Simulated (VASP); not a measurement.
# TiC (Fm-3m) in VASP: a series of runs

Aim: see how the results for TiC move with the level of theory and the settings. Levels: r2SCAN, LDA, PBEsol, revPBE, BLYP. Tasks: single point, relaxation of cell and atoms.

Program: VASP 6.6.1. These are calculated values, not measurements. Logs are shortened: lines on timing, memory, paths and dates and some standing lists are left out, and cuts for length are marked.

**1. The cell of the first run**

Symmetry: Fm-3m, No. 225, cubic system. Conventional cell: a = 4.328 Å, b = 4.328 Å, c = 4.328 Å, α = 90.00°, β = 90.00°, γ = 90.00°. Within 2.9 Å of Ti (site symmetry m-3m) lie 6 C at 2.16 Å. C (site symmetry m-3m) has 6 Ti at 2.16 Å within 2.9 Å.

**2. Single point, r2SCAN**

Input file POSCAR:

```
TiC
1.0
    0.0000000000      2.1639169647      2.1639169647
    2.1639169647      0.0000000000      2.1639169647
    2.1639169647      2.1639169647      0.0000000000
Ti C
1 1
Direct
    0.0000000000      0.0000000000      0.0000000000
    0.5000000000      0.5000000000      0.5000000000
```

Input file INCAR.step1:

```
SYSTEM = TiC
ALGO = Normal ; EDIFF = 1E-4
ENCUT = 520 ; GGA = PE
ISMEAR = -1 ; LASPH = .True.
LCHARG = .False. ; LREAL = .False.
LWAVE = .True. ; NBANDS = 15
NELM = 80 ; PREC = Accurate
SIGMA = 0.05
```

Input file INCAR.step2:

```
SYSTEM = TiC
ALGO = Normal ; EDIFF = 1E-6
ENCUT = 520 ; ISIF = 2
ISMEAR = -1 ; ISTART = 1
LASPH = .True. ; LCHARG = .True.
LELF = .True. ; LMIXTAU = .True.
LREAL = .False. ; LVHAR = .True.
LWAVE = .False. ; METAGGA = R2SCAN
NBANDS = 15 ; NELM = 80
PREC = Accurate ; SIGMA = 0.05
```

Input file KPOINTS:

```
k-points
0
Gamma
  11 11 11
  0 0 0
```

Potentials or basis: VASP PAW PBE potentials, release 64 (Ti_sv, C).

On the command line:

```bash
> cat potpaw_PBE.64/Ti_sv/POTCAR potpaw_PBE.64/C/POTCAR > POTCAR
> cp INCAR.step1 INCAR
> mpirun -np 1 vasp_std > vasp.out
> cp INCAR.step2 INCAR
> mpirun -np 1 vasp_std > vasp.out
```

OUTCAR:

```text
SYSTEM = TiC
   EDIFF = 1E-6
   ENCUT = 520
   ISIF = 2
   ISMEAR = -1
   ISTART = 1
   LASPH = .True.
   LREAL = .False.
   METAGGA = R2SCAN
   NELM = 80
   PREC = Accurate

 ion  position               nearest neighbor table
   1  0.000  0.000  0.000-   2 2.16   2 2.16   2 2.16   2 2.16   2 2.16   2 2.16
   2  0.500  0.500  0.500-   1 2.16   1 2.16   1 2.16   1 2.16   1 2.16   1 2.16

  LATTYP: Found a face centered cubic cell.
 ALAT       =     4.3278339294

  Lattice vectors:

 A1 = (   0.0000000000,   2.1639169647,   2.1639169647)
 A2 = (   2.1639169647,   0.0000000000,   2.1639169647)
 A3 = (   2.1639169647,   2.1639169647,   0.0000000000)

Analysis of symmetry for initial positions (statically):
=====================================================================
 Subroutine PRICEL returns:
 Original cell was already a primitive cell.

 Routine SETGRP: Setting up the symmetry group for a
 face centered cubic supercell.

 Subroutine GETGRP returns: Found 48 space group operations
[... 9 lines left out ...]

 Routine SETGRP: Setting up the symmetry group for a
 face centered cubic supercell.

 Subroutine GETGRP returns: Found 48 space group operations
[... 11 lines left out ...]
                                     Primitive cell

  volume of cell :      20.2652

  direct lattice vectors                    reciprocal lattice vectors
     0.000000000  2.163916965  2.163916965    -0.231062471  0.231062471  0.231062471
     2.163916965  0.000000000  2.163916965     0.231062471 -0.231062471  0.231062471
     2.163916965  2.163916965  0.000000000     0.231062471  0.231062471 -0.231062471

  length of vectors
     3.060240719  3.060240719  3.060240719     0.400211939  0.400211939  0.400211939

  position of ions in fractional coordinates (direct lattice)
[... 8 lines left out ...]
----------------------------------------------------------------------------------------

 KPOINTS: k-points

Automatic generation of k-mesh.
 Grid dimensions read from file:
 generate k-points for:   11   11   11

 Generating k-lattice:

  Cartesian coordinates                     Fractional coordinates (reciprocal lattice)
    -0.021005679  0.021005679  0.021005679     0.090909091  0.000000000  0.000000000
     0.021005679 -0.021005679  0.021005679     0.000000000  0.090909091  0.000000000
     0.021005679  0.021005679 -0.021005679     0.000000000  0.000000000  0.090909091

  Length of vectors
     0.036382904  0.036382904  0.036382904

  Shift w.r.t. Gamma in fractional coordinates (k-lattice)
     0.000000000  0.000000000  0.000000000

 Subroutine IBZKPT returns following result:
 ===========================================

 Found     56 irreducible k-points:

 Following reciprocal coordinates:
            Coordinates               Weight
  0.000000  0.000000  0.000000      1.000000
  0.090909  0.000000  0.000000      8.000000
  0.181818  0.000000  0.000000      8.000000
  0.272727  0.000000  0.000000      8.000000
  0.363636  0.000000  0.000000      8.000000
  0.454545  0.000000  0.000000      8.000000
[... 16 lines left out ...]
 -0.272727  0.181818  0.000000     24.000000
 -0.181818  0.181818  0.000000     12.000000
 [... further k-points ...]
   k-points           NKPTS =     56   k-points in BZ     NKDIM =     56   number of bands    NBANDS=     15
   number of dos      NEDOS =    301   number of ions     NIONS =      2
   total plane-waves  NPLWV =  13824
   dimension x,y,z NGX =    24 NGY =   24 NGZ =   24
   dimension x,y,z NGXF=    48 NGYF=   48 NGZF=   48
   ions per type =               1   1
   NGX,Y,Z   is equivalent  to a cutoff of  13.04, 13.04, 13.04 a.u.
   NGXF,Y,Z  is equivalent  to a cutoff of  26.08, 26.08, 26.08 a.u.
 SYSTEM =  TiC
   PREC   = accura    normal or accurate (medium, high low for compatibility)
   ISTART =      1    job   : 0-new  1-cont  2-samecut
   ICHARG =      0    charge: 1-file 2-atom 10-const
   ISPIN  =      1    spin polarized calculation?
   LNONCOLLINEAR =      F non collinear calculations
   LSORBIT =      F    spin-orbit coupling
   LASPH  =      T    aspherical Exc in radial PAW
   ENCUT  =  520.0 eV  38.22 Ry    6.18 a.u.   5.69  5.69  5.69*2*pi/ulx,y,z
   NELM   =     80;   NELMIN=  2; NELMDL=  0     # of ELM steps
   EDIFF  = 0.1E-05   stopping-criterion for ELM
   LREAL  =      F    real-space projection
   EDIFFG = 0.1E-04   stopping-criterion for IOM
   NSW    =      0    number of steps for IOM
   IBRION =     -1    ionic relax: 0-MD 1-quasi-New 2-CG
   NFREE  =      0    steps in history (QN), initial steepest desc. (CG)
   ISIF   =      2    stress and relaxation
   ISYM   =      2    0-nonsym 1-usesym 2-fastsym
   POTIM  = 0.5000    time-step for ionic-motion
   TEBEG  =    0.0;   TEEND  =   0.0 temperature during run
   PSTRESS=    0.0 pullay stress
   NELECT =      16.0000    total number of electrons
   NUPDOWN=      -1.0000    fix difference up-down
   EMIN   =  10.00;   EMAX   =-10.00  energy-range for DOS
   EFERMI =   0.00;   METHOD = LEGACY
   ISMEAR =    -1;   SIGMA  =   0.05  broadening in eV -4-tet -1-fermi 0-gaus
   EFERMI_NEDOS =   21; number of points for ismear=-14 and -15
   IALGO  =     38    algorithm
   IMIX   =      4    mixing-type and parameters
     AMIX     =   0.40;   BMIX     =  1.00
     AMIX_MAG =   1.60;   BMIX_MAG =  1.00
  volume/ion in A,a.u.               =      10.13        68.38
  Fermi-wavevector in a.u.,A,eV,Ry     =   1.513088  2.859322 31.149665  2.289436
  Thomas-Fermi vector in A             =   2.622926
   LORBIT       =      0    0 simple, 1 ext, 2 COOP (PROOUT), +10 PAW based schemes
   METAGGA = R2SCAN    functional components
   LHFCALC =     F    Hartree Fock is set to
   AEXX    =    0.0000 exact exchange contribution
   IVDW    =     0    specifies the selected vdW correction
   LEPSILON=     F    determine dielectric tensor
   LRPA    =     F    only Hartree local field effects (RPA)
 non-spin polarized calculation
  energy-cutoff  :      520.00
  volume of cell :       20.27
 maximum number of plane-waves:       560
   NGX = 11   NGY = 11   NGZ = 11

 number of electron      16.0000001 magnetization

 Free energy of the ion-electron system (eV)
  ---------------------------------------------------
  ext. energy  EPLUGINS =         0.00000000
  ---------------------------------------------------
  free energy    TOTEN  =       -24.86945742 eV

  energy without entropy =      -24.86702450  energy(sigma->0) =      -24.86824096

 E-fermi :   9.5972     XC(G=0): -13.6034

 val. band max:        9.5641809866   @ k =   0.1818   0.1818   0.0000
 cond. band min:       9.6400827105   @ k =   0.0909   0.0000   0.0000
 fundamental gap:      0.0759017239
 Fermi energy:         9.5972075279

 k-point     1 :       0.0000    0.0000    0.0000
  band No.  band energies     occupation
      1     -49.4523      2.00000
      2     -24.4290      2.00000
      3     -24.4290      2.00000
      4     -24.4290      2.00000
      5      -3.6996      2.00000
      6      10.3834      0.00000
      7      10.3834      0.00000
      8      10.3834      0.00000
      9      11.1875      0.00000
     10      11.1875      0.00000
     11      11.1875      0.00000
     12      11.2411      0.00000
     13      11.2412      0.00000
     14      20.7525      0.00000
     15      24.3605      0.00000

 k-point     2 :       0.0909    0.0000    0.0000
  band No.  band energies     occupation
      1     -49.4463      2.00000
      2     -24.4717      2.00000
      3     -24.4328      2.00000
      4     -24.4328      2.00000
      5      -3.5081      2.00000
      6       9.4359      1.92368
      7       9.6401      0.59572
      8       9.6401      0.59561
      9      10.6641      0.00000
     10      10.6641      0.00000
     11      11.6955      0.00000
     12      12.7922      0.00000
     13      12.7922      0.00000
     14      21.0973      0.00000
     15      24.3792      0.00000

 k-point     3 :       0.1818    0.0000    0.0000
  band No.  band energies     occupation
      1     -49.4302      2.00000
      2     -24.5849      2.00000
      3     -24.4430      2.00000
      4     -24.4430      2.00000
      5      -2.9594      2.00000
      6       7.8810      2.00000
      7       8.4127      2.00000
      8       8.4127      2.00000
      9      11.0465      0.00000
     10      11.0465      0.00000
     11      12.1987      0.00000
     12      14.4343      0.00000
     13      14.4343      0.00000
     14      21.6301      0.00000
     15      24.3123      0.00000

 k-point     4 :       0.2727    0.0000    0.0000
  band No.  band energies     occupation
      1     -49.4090      2.00000
      2     -24.7302      2.00000
      3     -24.4563      2.00000
      4     -24.4562      2.00000
      5      -2.1276      2.00000
      6       6.2220      2.00000
      7       7.4363      2.00000
      8       7.4364      2.00000
      9      11.6218      0.00000
     10      11.6218      0.00000
     11      12.6834      0.00000
     12      15.9721      0.00000
     13      15.9721      0.00000
     14      20.9916      0.00000
     15      25.0112      0.00000
[... 307 lines left out ...]
 k-point    22 :      -0.3636    0.1818    0.0000
  band No.  band energies     occupation
      1     -49.3707      2.00000
      2     -24.8658      2.00000
      3     -24.5898      2.00000
      4     -24.4884      2.00000
      5      -0.5829      2.00000
      6       4.3133      2.00000
      7       6.4762      2.00000
      8       6.6192      2.00000
      9      12.3059      0.00000
     10      12.6234      0.00000
     11      13.6035      0.00000
     12      15.8229      0.00000
     13      17.6932      0.00000
     14      20.4811      0.00000
     15      24.2730      0.00000

 k-point    23 :      -0.2727    0.1818    0.0000
  band No.  band energies     occupation
      1     -49.3838      2.00000
      2     -24.7972      2.00000
      3     -24.5791      2.00000
      4     -24.4661      2.00000
      5      -1.1953      2.00000
      6       5.0391      2.00000
      7       6.7442      2.00000
      8       6.9062      2.00000
      9      11.7552      0.00000
     10      12.6613      0.00000
     11      13.5432      0.00000
     12      14.8696      0.00000
     13      17.7920      0.00000
     14      21.2341      0.00000
     15      23.8205      0.00000

 k-point    24 :      -0.1818    0.1818    0.0000
  band No.  band energies     occupation
      1     -49.4018      2.00000
      2     -24.7128      2.00000
      3     -24.5393      2.00000
      4     -24.4478      2.00000
      5      -1.9411      2.00000
      6       6.0433      2.00000
      7       7.1294      2.00000
      8       7.5150      2.00000
      9      11.2723      0.00000
     10      12.3306      0.00000
     11      13.3006      0.00000
     12      14.0864      0.00000
     13      17.0987      0.00000
     14      22.0685      0.00000
     15      23.6411      0.00000

 [... further k-points ...]
[... 5 lines left out ...]
  --------------------------------------------------------------------------------------
  -------------------------------------------------------------------------------------
  Total        0.1220395      0.1220395      0.1220395     -0.0000000      0.0000000      0.0000000
  in kB        9.6484905      9.6484905      9.6484905     -0.0000000      0.0000000      0.0000000
  external PRESSURE =       9.6484905 kB  Pullay stress =       0.0000000 kB

 VOLUME and BASIS-vectors are now :
 -----------------------------------------------------------------------------
  energy-cutoff  :      520.00
  volume of cell :       20.27
      direct lattice vectors                 reciprocal lattice vectors
     0.000000000  2.163916965  2.163916965    -0.231062471  0.231062471  0.231062471
     2.163916965  0.000000000  2.163916965     0.231062471 -0.231062471  0.231062471
     2.163916965  2.163916965  0.000000000     0.231062471  0.231062471 -0.231062471

 POSITION                                       TOTAL-FORCE (eV/Angst)
 -----------------------------------------------------------------------------------
      0.00000      0.00000      0.00000        -0.000000     -0.000000      0.000000
      2.16392      2.16392      2.16392         0.000000      0.000000     -0.000000
 -----------------------------------------------------------------------------------
    total drift:                                0.000000     -0.000000     -0.000000

  FREE ENERGIE OF THE ION-ELECTRON SYSTEM (eV)
  ---------------------------------------------------
  free  energy   TOTEN  =       -24.8694574218 eV

  energy  without entropy=      -24.8670244957  energy(sigma->0) =      -24.86824096
```

Run time: 2.4 min. Hardware: 1 thread of AMD EPYC 7R43 (Zen 3), shared host; peak memory 0.11 GiB.

Results:

| Item | Value |
| --- | --- |
| Free energy | -24.8695 eV |
| Pressure | 1.0 GPa |
| Band gap on the k mesh | zero (band 8 reaches 10.38 eV, above the bottom of band 9 at 9.05 eV) |

Caveat: the PAW data sets were made with another functional, which shifts forces and pressure a little.

(Part 1 of 2 ends here.)
